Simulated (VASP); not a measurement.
A run of VASP 6.6.1:

File INCAR:

```
PREC = Accurate
ENCUT = 520
EDIFF = 1E-6
ISMEAR = 0
SIGMA = 0.1
LREAL = False
LASPH = True
NELM = 60
ALGO = Normal
ISIF = 2
LWAVE = False
LCHARG = False
LDIPOL = True
IDIPOL = 3
DIPOL = 0.5 0.5 0.338
GGA = PE
IBRION = 2
NSW = 36
EDIFFG = -0.025
```

Contents of KPOINTS:

```
regular mesh
0
Gamma
  9 9 1
```

Contents of POSCAR:

```
Ti3H
1.0
    2.9075446922      0.0000000000      0.0000000000
    0.0000000000      2.9075446922      0.0000000000
    0.0000000000      0.0000000000     19.3059825228
Ti H
3 1
Selective dynamics
Direct
    0.5000000000      0.5000000000      0.2071896623  F F F
    0.0000000000      0.0000000000      0.3057583538  F F F
    0.5000000000      0.5000000000      0.4043297208  F F F
    0.8333333333      1.0000000000      0.4358569453  F F T
```

Potentials or basis: VASP PAW PBE potentials, release 64 (Ti_sv, H).

Command:

```bash
$ cat potpaw_PBE.64/Ti_sv/POTCAR potpaw_PBE.64/H/POTCAR > POTCAR
$ mpirun -np 1 vasp_std > vasp.out
```

Hardware: 1 thread of Oxide Virtual Turin-like Processor (shared host).

Task: How long does it take, and how much memory?

Result: It took 7.1 min on 1 thread of Oxide Virtual Turin-like Processor, with other jobs on the host, peak memory 0.28 GiB. Counts: scf iterations 81, k points 25, ion steps 6.
